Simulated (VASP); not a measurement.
# CsBe6C3 (Cmmm) in VASP: further runs, part 2 of 2

VASP 6.6.1.

### 4 Single point, PBE, collinear spin

INCAR reads:

```
PREC = Accurate
ENCUT = 520
EDIFF = 1E-7
ISMEAR = 0
SIGMA = 0.1
LREAL = False
LASPH = True
NELM = 150
ALGO = Normal
ISIF = 2
LWAVE = False
LCHARG = False
ISPIN = 2
MAGMOM = 0 0 0 0 0 0 0 1 1 1
LORBIT = 11
GGA = PE
NBANDS = 32
```

KPOINTS reads:

```
Automatic mesh
0
Gamma
  4 4 4
```

POSCAR reads:

```
CsBe6C3
1.0
    2.7378712200     -6.3258922200      0.0000000000
    2.7378712200      6.3258922200      0.0000000000
    0.0000000000      0.0000000000      4.8510758800
Cs Be C
1 6 3
Direct
    0.0000000000      0.0000000000      0.5000000000
    0.0000000000      0.5000000000      0.5000000000
    0.5000000000      0.0000000000      0.5000000000
    0.5890242300      0.4109757700      0.2500000000
    0.5890242300      0.4109757700      0.7500000000
    0.4109757700      0.5890242300      0.2500000000
    0.4109757700      0.5890242300      0.7500000000
    0.6780484600      0.3219515400      0.5000000000
    0.3219515400      0.6780484600      0.5000000000
    0.5000000000      0.5000000000      0.0000000000
```

Potentials or basis: VASP PAW PBE potentials, release 64 (Cs_sv, Be, C).

Started as:

```console
$ cat potpaw_PBE.64/Cs_sv/POTCAR potpaw_PBE.64/Be/POTCAR potpaw_PBE.64/C/POTCAR > POTCAR
$ mpirun -np 1 vasp_std > vasp.out
```

OUTCAR:

```text
PREC = Accurate
   ENCUT = 520
   EDIFF = 1E-7
   ISMEAR = 0
   LREAL = False
   LASPH = True
   NELM = 150
   ISIF = 2
   ISPIN = 2
   LORBIT = 11
   GGA = PE

 ion  position               nearest neighbor table
   1  0.000  0.000  0.500-
   2  0.000  0.500  0.500-   8 1.64   9 1.64
   3  0.500  0.000  0.500-   8 1.64   9 1.64
   4  0.589  0.411  0.250-   8 1.66  10 1.66   6 2.25
   5  0.589  0.411  0.750-   8 1.66  10 1.66   7 2.25
   6  0.411  0.589  0.250-   9 1.66  10 1.66   4 2.25
   7  0.411  0.589  0.750-   9 1.66  10 1.66   5 2.25
   8  0.678  0.322  0.500-   2 1.64   3 1.64   4 1.66   5 1.66
   9  0.322  0.678  0.500-   2 1.64   3 1.64   6 1.66   7 1.66
  10  0.500  0.500  0.000-   4 1.66   5 1.66   6 1.66   7 1.66

  LATTYP: Found a base centered orthorhombic cell.
 ALAT       =     5.4757424400
 B/A-ratio  =     2.3105148897
 C/A-ratio  =     0.8859211209

  Lattice vectors:

 A1 = (   2.7378712200,  -6.3258922200,   0.0000000000)
[... 1533 lines left out ...]
  energy-cutoff  :      520.00
  volume of cell :      168.04
      direct lattice vectors                 reciprocal lattice vectors
     2.737871220 -6.325892220  0.000000000     0.182623637 -0.079040234  0.000000000
     2.737871220  6.325892220  0.000000000     0.182623637  0.079040234  0.000000000
     0.000000000  0.000000000  4.851075880     0.000000000  0.000000000  0.206139839

 POSITION                                       TOTAL-FORCE (eV/Angst)
 -----------------------------------------------------------------------------------
      0.00000      0.00000      2.42554         0.000000      0.000000     -0.000000
      1.36894      3.16295      2.42554         0.000000      0.000000     -0.000000
      1.36894     -3.16295      2.42554         0.000000      0.000000     -0.000000
      2.73787     -1.12632      1.21277         0.000000      0.028040     -0.380502
      2.73787     -1.12632      3.63831         0.000000      0.028040      0.380502
      2.73787      1.12632      1.21277         0.000000     -0.028040     -0.380502
      2.73787      1.12632      3.63831         0.000000     -0.028040      0.380502
      2.73787     -2.25263      2.42554         0.000000     -0.377332     -0.000000
      2.73787      2.25263      2.42554         0.000000      0.377332      0.000000
      2.73787      0.00000      0.00000        -0.000000      0.000000     -0.000000
 -----------------------------------------------------------------------------------
    total drift:                               -0.000000      0.000000      0.000000

  FREE ENERGIE OF THE ION-ELECTRON SYSTEM (eV)
  ---------------------------------------------------
  free  energy   TOTEN  =       -48.4045899964 eV

  energy  without entropy=      -48.3974789779  energy(sigma->0) =      -48.40103449

 total charge

# of ion       s       p       d       tot
------------------------------------------
    1        1.837   4.678   0.088   6.603
    2        0.503   0.707   0.000   1.210
    3        0.503   0.707   0.000   1.210
    4        0.494   0.764   0.000   1.258
    5        0.494   0.764   0.000   1.258
    6        0.494   0.764   0.000   1.258
    7        0.494   0.764   0.000   1.258
    8        0.851   1.681   0.000   2.532
    9        0.851   1.681   0.000   2.532
   10        0.851   1.648   0.000   2.499
--------------------------------------------------
tot          7.372  14.158   0.088  21.617

 magnetization (x)

# of ion       s       p       d       tot
------------------------------------------
    1        0.000   0.000   0.000   0.000
    2        0.000   0.000   0.000   0.000
    3        0.000   0.000   0.000   0.000
    4        0.000   0.000   0.000   0.000
    5        0.000   0.000   0.000   0.000
    6        0.000   0.000   0.000   0.000
    7        0.000   0.000   0.000   0.000
    8       -0.000  -0.000   0.000  -0.000
    9       -0.000  -0.000   0.000  -0.000
   10        0.000   0.000   0.000   0.000
--------------------------------------------------
tot          0.000   0.000   0.000   0.000
```

OSZICAR:

```text
N       E                     dE             d eps       ncg     rms          rms(c)
DAV:   1     0.128134456990E+03    0.12813E+03   -0.13188E+04  2688   0.858E+02
DAV:   2    -0.447821968430E+02   -0.17292E+03   -0.15889E+03  3608   0.175E+02
DAV:   3    -0.613615780456E+02   -0.16579E+02   -0.16416E+02  3616   0.539E+01
[... 11 lines left out ...]
DAV:  15    -0.484045838435E+02   -0.24509E-04   -0.23052E-05  3224   0.183E-02    0.112E-02
DAV:  16    -0.484045886055E+02   -0.47619E-05   -0.78631E-06  3248   0.111E-02    0.335E-03
DAV:  17    -0.484045897320E+02   -0.11265E-05   -0.13410E-06  3272   0.452E-03    0.161E-03
DAV:  18    -0.484045899396E+02   -0.20768E-06   -0.23294E-07  3000   0.213E-03    0.594E-04
DAV:  19    -0.484045899964E+02   -0.56788E-07   -0.43179E-08  2584   0.104E-03
   1 F= -.48404590E+02 E0= -.48401034E+02  d E =-.711102E-02  mag=     0.0000
```

Run time: 5.5 min. Hardware: 1 thread of Intel Xeon Platinum 8488C (Sapphire Rapids), shared host; peak memory 0.48 GiB.

What came out:

```yaml
Free_energy: -48.4046 eV
Pressure: 1.8 GPa
Largest_force: 0.382 eV/Å
Net_moment: 0.00 μB per cell
Valence_electrons_inside_the_program's_atomic_spheres: Cs 6.60; Be 1.21, 1.26 (each value once); C 2.53, 2.50 (each value once)
```

Forces in eV/Å, atoms in the order of the input:
```
Cs   0.000  0.000  0.000
Be   0.000  0.000  0.000
Be   0.000  0.000  0.000
Be   0.000  0.028 -0.381
Be   0.000  0.028  0.381
Be   0.000 -0.028 -0.381
Be   0.000 -0.028  0.381
C    0.000 -0.377  0.000
C    0.000  0.377  0.000
C    0.000  0.000  0.000
```

Stress tensor (GPa, compression positive):
```
 3.38  0.00  0.00
 0.00  2.97  0.00
 0.00  0.00 -0.83
```

Levels at points of the mesh, in eV from the Fermi level:
Spin up:
| k point | band 14 | band 15 | band 16 | band 17 | band 18 | band 19 |
| --- | --- | --- | --- | --- | --- | --- |
| (0.00, 0.00, 0.00) | -4.19 | -3.13 | -2.40 | -0.69 | 0.17 | 1.25 |
| (0.50, 0.00, 0.00) | -3.75 | -3.74 | -2.85 | -0.57 | 1.73 | 2.03 |
| (0.50, 0.50, 0.00) | -4.28 | -3.10 | -2.47 | -1.78 | 0.89 | 1.46 |
| (0.00, 0.00, 0.50) | -3.94 | -3.48 | -3.02 | 0.89 | 1.62 | 1.94 |
| (0.50, 0.00, 0.50) | -3.68 | -3.59 | -2.91 | 0.13 | 1.18 | 1.84 |
| (0.50, 0.50, 0.50) | -3.91 | -3.65 | -3.54 | 0.02 | 2.15 | 2.23 |
Spin down:
| k point | band 12 | band 13 | band 14 | band 15 | band 16 | band 17 | band 18 | band 19 | band 20 | band 21 |
| --- | --- | --- | --- | --- | --- | --- | --- | --- | --- | --- |
| (0.00, 0.00, 0.00) | -4.39 | -4.24 | -4.19 | -3.13 | -2.40 | -0.69 | 0.17 | 1.25 | 1.94 | 2.37 |
| (0.50, 0.00, 0.00) | -4.20 | -4.02 | -3.75 | -3.74 | -2.85 | -0.57 | 1.73 | 2.03 | 2.11 | 2.28 |
| (0.50, 0.50, 0.00) | -4.40 | -4.30 | -4.28 | -3.10 | -2.47 | -1.78 | 0.89 | 1.46 | 1.58 | 1.84 |
| (0.00, 0.00, 0.50) | -4.37 | -4.12 | -3.94 | -3.48 | -3.02 | 0.89 | 1.62 | 1.94 | 2.11 | 2.25 |
| (0.50, 0.00, 0.50) | -4.40 | -3.95 | -3.68 | -3.59 | -2.91 | 0.13 | 1.18 | 1.84 | 1.96 | 2.20 |
| (0.50, 0.50, 0.50) | -4.30 | -4.25 | -3.91 | -3.65 | -3.54 | 0.02 | 2.15 | 2.23 | 2.39 | 2.42 |

Caveat: spin-orbit coupling is left out, which moves the levels of the heavy elements.

### 5 The runs side by side

| spin | cell | k mesh | gap on the mesh (eV) | pressure (GPa) | largest force (eV/Å) |
| --- | --- | --- | --- | --- | --- |
| off | a = 6.893, b = 6.893, c = 4.851 Å, angles 90.0, 90.0, 133.2°, 10 atoms, atomic positions A | 4 × 4 × 4 | none | 1.8 | 0.38 |
| off | a = 6.895, b = 6.895, c = 4.659 Å, angles 90.0, 90.0, 129.0°, 10 atoms, atomic positions B | 8 × 8 × 8 | none | 0.1 | 0.01 |
| collinear | a = 6.893, b = 6.893, c = 4.851 Å, angles 90.0, 90.0, 133.2°, 10 atoms, atomic positions A | 4 × 4 × 4 | none | 1.8 | 0.38 |

Alike in all rows: task single point; level PBE; potentials or basis VASP PAW PBE potentials, release 64 (Cs_sv, Be, C); cutoff (eV) 520; smearing gaussian 0.1 eV.

Caveats: spin-orbit coupling is left out, which moves the levels of the heavy elements.

Total energies depend on the potentials used, so only differences within one code and one set of settings carry meaning.
